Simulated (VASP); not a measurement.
# TaN in VASP: a series of runs, part 2 of 2

VASP 6.6.1. The steps go on from the part before.

### Step 4. Single point, PBE

INCAR reads:

```
PREC     = Accurate       # precision mode
ENCUT    = 520            # plane-wave cutoff, eV
EDIFF    = 1E-6           # SCF threshold, eV
ISMEAR   = -1             # smearing method
SIGMA    = 0.1379         # smearing width, eV
LREAL    = Auto         
LASPH    = True           # aspherical terms in the spheres
NELM     = 120            # most SCF steps
ALGO     = Normal         # electronic algorithm
ISIF     = 2              # what is computed and relaxed
LWAVE    = False          # write WAVECAR
LCHARG   = True           # write CHGCAR
GGA      = PE             # functional
LELF     = True           # ELF
LVHAR    = True         
NBANDS   = 78             # bands
ISYM     = -1           
GGA_COMPAT= False
```

KPOINTS reads:

```
explicit points
1
Reciprocal
  0.25000000   0.25000000   0.25000000 1
```

POSCAR reads:

```
TaN
1.0
    5.9152850000      0.1408810000      0.0440940000
    0.1408810000      5.6478040000     -0.2198280000
    0.0440940000     -0.2198280000      5.5198490000
Ta N
8 8
Direct
    0.4189025170      0.1932263560      0.1503447786
    0.2471046654      0.2289995137      0.6670930078
    0.6010776103      0.8096003675      0.7476372838
    0.4739458585      0.6706710231      0.2467085786
    0.9477879513      0.3413283290      0.1675164958
    1.0356493728      0.8299391991      0.1642204254
    0.1319739057      0.7075642195      0.6141057790
    0.7354232968      0.2757531941      0.6509778652
   -0.0054536718      0.0840268948      0.4424236856
    0.7832736107      0.5614360958      0.9454955575
    0.8335823106      0.6548935713      0.4105320572
    0.2776020867      0.9234576777      0.8702068241
    0.2294043449      0.5095301602      0.0370980512
    0.7171249179      0.1204829714      0.9600618829
    0.5089180739      1.0195681646      0.4373785219
    0.4531040083      0.5153542088      0.5808282286
```

Command:

```console
cat potpaw_PBE.64/Ta_pv/POTCAR potpaw_PBE.64/N/POTCAR > POTCAR
mpirun -np 1 vasp_std > vasp.out
```

Run time: 46 s. Hardware: 1 thread of Intel Xeon Platinum 8259CL at 2.50GHz (Skylake/Cascade Lake), shared host; peak memory 0.28 GiB.

The run converged. Its results:

| Property | Result |
| --- | --- |
| Free energy | -171.0761 eV |
| Pressure | 10.2 GPa |
| Largest force | 3.822 eV/Å |

Forces on the atoms (eV/Å):
```
Ta   0.721 -2.159 -0.675
Ta  -1.221  1.667 -0.328
Ta   1.689  0.238 -1.221
Ta   3.575  0.735  0.906
Ta  -1.587  0.523  0.332
Ta  -2.483 -0.583 -2.846
Ta  -2.711 -1.784  1.290
Ta   0.605  1.978  0.106
N    1.154 -0.710  0.567
N   -1.234  2.572 -0.749
N    0.803 -0.271  0.084
N   -0.272  1.609  0.930
N    0.641 -1.290 -0.893
N    1.586 -1.297  0.925
N    0.071 -0.083  0.865
N   -1.336 -1.144  0.707
```

Stress tensor (GPa, compression positive):
```
 4.27  4.58 -5.44
 4.58 11.88 -7.11
-5.44 -7.11 14.45
```

Levels at points of the mesh, in eV from the Fermi level:
| k point | band 62 | band 63 | band 64 | band 65 | band 66 | band 67 |
| --- | --- | --- | --- | --- | --- | --- |
| (0.25, 0.25, 0.25) | -0.77 | -0.60 | -0.11 | 0.11 | 0.56 | 0.91 |

Caveat: the atoms stand as in a frame of molecular dynamics; spin-orbit coupling is left out, which moves the levels of the heavy elements.

### Step 5. Single point, PBE

INCAR reads:

```
ALGO     = Normal         # electronic algorithm
EDIFF    = 1E-6           # SCF threshold, eV
ENCUT    = 520            # plane-wave cutoff, eV
GGA      = PE             # functional
GGA_COMPAT= False        
ISIF     = 2              # what is computed and relaxed
ISMEAR   = -1             # smearing method
ISYM     = -1           
LASPH    = True           # aspherical terms in the spheres
LCHARG   = False          # write CHGCAR
LREAL    = Auto         
LWAVE    = False          # write WAVECAR
NBANDS   = 78             # bands
NELM     = 120            # most SCF steps
PREC     = Accurate       # precision mode
SIGMA    = 0.05           # smearing width, eV
```

KPOINTS is that of step 4.

POSCAR reads:

```
TaN
1.0
    5.9152850000      0.1408810000      0.0440940000
    0.1408810000      5.6478040000     -0.2198280000
    0.0440940000     -0.2198280000      5.5198490000
Ta N
8 8
Direct
    0.4283750252      0.1749262049      0.1533963899
    0.2438168672      0.2450013175      0.6697444602
    0.6010794743      0.8274592135      0.7546224010
    0.5062983043      0.6634680551      0.2501744410
    0.9414270111      0.3296109627      0.1817934578
    0.0266181487      0.8156803868      0.1386854400
    0.1215446167      0.6979381125      0.6209854565
    0.7396573397      0.2992245179      0.6570504875
    1.0357933135      0.0587521082      0.4446703321
    0.7771126789      0.5696187831      0.9691015373
    0.8415830343      0.6418280418      0.4214660605
    0.2536627007      0.9396122700      0.8635259919
    0.2410764796      0.4769814972      0.0207576081
    0.7643886655      0.0900062582      0.9837397621
    0.5423182166      0.0261837602      0.4608879598
    0.4619724050      0.5262793482      0.5907561466
```

Command:

```console
cat potpaw_PBE.64/Ta_pv/POTCAR potpaw_PBE.64/N/POTCAR > POTCAR
mpirun -np 1 vasp_std > vasp.out
```

Wall time 42 s (1 thread of Intel Xeon Platinum 8259CL at 2.50GHz (Skylake/Cascade Lake), shared host); peak memory 0.28 GiB.

Results (log left out):

```yaml
Free_energy: -172.6818 eV
Pressure: 4.2 GPa
Largest_force: 2.609 eV/Å
```

Forces in eV/Å, atoms in the order of the input:
```
Ta   1.097 -2.087 -1.116
Ta   1.399 -0.392  0.628
Ta   0.547 -0.131 -0.312
Ta   1.557  0.011  1.146
Ta   0.704  0.313  0.437
Ta  -0.045 -0.543  0.568
Ta  -0.874  0.636 -0.879
Ta   0.376 -0.306  0.858
N   -0.327  0.133 -0.879
N   -1.162  1.531 -1.152
N   -0.276  0.300 -0.213
N    0.984  0.988  1.237
N   -0.127  0.263  0.222
N   -0.754  0.115 -0.916
N   -1.254 -0.028 -0.380
N   -1.847 -0.802  0.751
```

Stress tensor (GPa, compression positive):
```
-4.95  3.02 -3.48
 3.02  8.74 -2.56
-3.48 -2.56  8.81
```

Levels at points of the mesh, in eV from the Fermi level:
```
           k point  band 62  band 63  band 64  band 65  band 66  band 67
(0.25, 0.25, 0.25)    -1.07    -0.78    -0.20     0.20     0.55     0.87
```

Caveat: the atoms stand as in a frame of molecular dynamics; spin-orbit coupling is left out, which moves the levels of the heavy elements.

### Step 6. Single point, PBE

INCAR reads:

```
PREC = Accurate
ENCUT = 520
EDIFF = 1E-6
ISMEAR = -1
SIGMA = 0.05
LREAL = Auto
LASPH = T
NELM = 120
ALGO = Normal
ISIF = 2
LWAVE = F
LCHARG = T
GGA = PE
LELF = T
LVHAR = T
ISYM = -1
NBANDS = 78
GGA_COMPAT = F
```

KPOINTS is that of step 5.

POSCAR reads:

```
TaN
1.0
    5.9152850000      0.1408810000      0.0440940000
    0.1408810000      5.6478040000     -0.2198280000
    0.0440940000     -0.2198280000      5.5198490000
Ta N
8 8
Direct
    0.4483446092      0.1491244675      0.1452817688
    0.2373888936      0.2532830535      0.6864713656
    0.6142428153      0.8469682991      0.7486720967
    0.5350813258      0.6594694559      0.2752243722
    0.9437389422      0.3283766996      0.1879202073
    0.0281052664      0.7985385989      0.1279181495
    0.1008020198      0.7221658989      0.6227575285
    0.7404024009      0.3296140291      0.6792631627
    1.0362648239      0.0716713939      0.4384064343
    0.7506014858      0.5904780571      0.9812026721
    0.8346399138      0.6500845124      0.4277108243
    0.2684086216      0.9359323972      0.8888831809
    0.2461985078      0.4567575698      0.0733024085
    0.7692302325      0.0958072064      0.9943876488
    0.5006983141      0.0238408414      0.4781614666
    0.4308135620      0.5321736864      0.6122564918
```

Potentials or basis: VASP PAW PBE potentials, release 64 (Ta_pv, N).

Command:

```console
cat potpaw_PBE.64/Ta_pv/POTCAR potpaw_PBE.64/N/POTCAR > POTCAR
mpirun -np 1 vasp_std > vasp.out
```

It took 46 s on 1 thread of Intel Xeon Platinum 8259CL at 2.50GHz (Skylake/Cascade Lake), shared host; peak memory 0.28 GiB.

It converged, with:

```
Free energy   : -172.7807 eV
Pressure      : 9.0 GPa
Largest force : 2.743 eV/Å
```

Forces on the atoms (eV/Å):
```
Ta  -0.490  0.078  1.833
Ta   1.067 -0.374  0.809
Ta  -1.046 -1.039  1.515
Ta  -2.553 -0.192 -0.986
Ta   0.125 -0.391  1.236
Ta   0.455  0.616  1.034
Ta   1.601  1.477 -1.059
Ta  -0.779 -1.742 -0.201
N   -0.249 -0.341 -0.696
N    0.983 -0.699 -0.439
N    0.334  0.283  0.595
N    0.030  0.670  0.057
N    0.541  0.848 -0.122
N   -0.886 -0.565 -1.677
N    0.611  1.371 -1.765
N    0.255  0.000 -0.134
```

Stress tensor (GPa, compression positive):
```
 1.57  3.51 -1.51
 3.51  9.45 -3.73
-1.51 -3.73 16.05
```

Levels at points of the mesh, in eV from the Fermi level:
```
           k point  band 62  band 63  band 64  band 65  band 66  band 67
(0.25, 0.25, 0.25)    -1.08    -0.79    -0.38     0.38     0.53     0.76
```

Caveat: the atoms stand as in a frame of molecular dynamics; spin-orbit coupling is left out, which moves the levels of the heavy elements.

### Step 7. Single point, PBE

INCAR reads:

```
SYSTEM = TaN
PREC = Accurate ; ENCUT = 520
EDIFF = 1E-6 ; ISMEAR = -1
SIGMA = 0.05 ; LREAL = Auto
LASPH = .TRUE. ; NELM = 120
ALGO = Normal ; ISIF = 2
LWAVE = .FALSE. ; LCHARG = .FALSE.
GGA = PE ; ISYM = -1
NBANDS = 78 ; GGA_COMPAT = .FALSE.
```

KPOINTS is that of step 6.

POSCAR reads:

```
TaN
1.0
    5.9152850000      0.1408810000      0.0440940000
    0.1408810000      5.6478040000     -0.2198280000
    0.0440940000     -0.2198280000      5.5198490000
Ta N
8 8
Direct
    0.4679919787      0.1504862369      0.1512998725
    0.2451202897      0.2504809754      0.7069128880
    0.6155023753      0.8406968777      0.7527966347
    0.5256050079      0.6560269705      0.2830508714
    0.9492265448      0.3235370766      0.1856314028
    0.0430976022      0.7966655130      0.1316588625
    0.1065499693      0.7601276739      0.6091989350
    0.7360455674      0.3274292821      0.6875568391
    1.0818180897      0.0791774563      0.4252978179
    0.7580719563      0.5936627457      0.9873344849
    0.8226300385      0.6597925755      0.4518445764
    0.2711492559      0.9397285606      0.8946562840
    0.2448821812      0.4653707771      0.0651836114
    0.7722467400      0.0999601952      0.9786127487
    0.5555720989      0.0426081793      0.4857806934
    0.4185452795      0.5319873794      0.6134501843
```

Command:

```console
cat potpaw_PBE.64/Ta_pv/POTCAR potpaw_PBE.64/N/POTCAR > POTCAR
mpirun -np 1 vasp_std > vasp.out
```

Run time: 44 s. Hardware: 1 thread of Intel Xeon Platinum 8259CL at 2.50GHz (Skylake/Cascade Lake), shared host; peak memory 0.28 GiB.

Results (log left out):

```yaml
Free_energy: -172.8494 eV
Pressure: 9.8 GPa
Largest_force: 2.315 eV/Å
```

Forces in eV/Å, atoms in the order of the input:
```
Ta  -1.402  0.414  1.652
Ta   0.214  1.406 -0.287
Ta  -0.823 -0.986  1.926
Ta  -0.397  0.538 -1.298
Ta  -0.114  1.001  1.482
Ta  -0.510  0.051  0.134
Ta   0.478 -1.693  0.208
Ta   0.124 -0.039 -1.015
N   -0.639 -0.376 -0.988
N    0.136 -0.538  0.013
N    1.297 -0.041 -0.503
N    1.023  0.844 -0.043
N    0.740 -0.080  0.498
N   -0.001 -1.247  0.057
N   -0.904  0.730 -1.710
N    0.777  0.016 -0.124
```

Stress tensor (GPa, compression positive):
```
 0.12  2.21 -2.13
 2.21 11.35 -4.76
-2.13 -4.76 17.84
```

Levels at points of the mesh, in eV from the Fermi level:
| k point | band 60 | band 61 | band 62 | band 63 | band 64 | band 65 | band 66 | band 67 | band 68 | band 69 |
| --- | --- | --- | --- | --- | --- | --- | --- | --- | --- | --- |
| (0.25, 0.25, 0.25) | -1.55 | -1.25 | -1.04 | -0.84 | -0.32 | 0.32 | 0.64 | 0.81 | 0.99 | 1.36 |

Caveat: the atoms stand as in a frame of molecular dynamics; spin-orbit coupling is left out, which moves the levels of the heavy elements.

### Step 8. The runs side by side

```tsv
cell	smearing	pressure (GPa)	largest force (eV/Å)
as given, atomic positions A	fermi-dirac 0.1379 eV	17.0	5.28
as given, atomic positions B	fermi-dirac 0.1379 eV	14.0	3.71
as given, atomic positions C	fermi-dirac 0.1379 eV	10.2	3.82
as given, atomic positions D	fermi-dirac 0.05 eV	4.2	2.61
as given, atomic positions E	fermi-dirac 0.05 eV	9.0	2.74
as given, atomic positions F	fermi-dirac 0.05 eV	9.8	2.31
```

Alike in all rows: task single point; level PBE; potentials or basis VASP PAW PBE potentials, release 64 (Ta_pv, N); no spin polarisation; k mesh 1 × 1 × 1, shifted; cutoff (eV) 520.

Caveats: the atoms stand as in a frame of molecular dynamics; spin-orbit coupling is left out, which moves the levels of the heavy elements.

Total energies depend on the potentials used, so only differences within one code and one set of settings carry meaning.
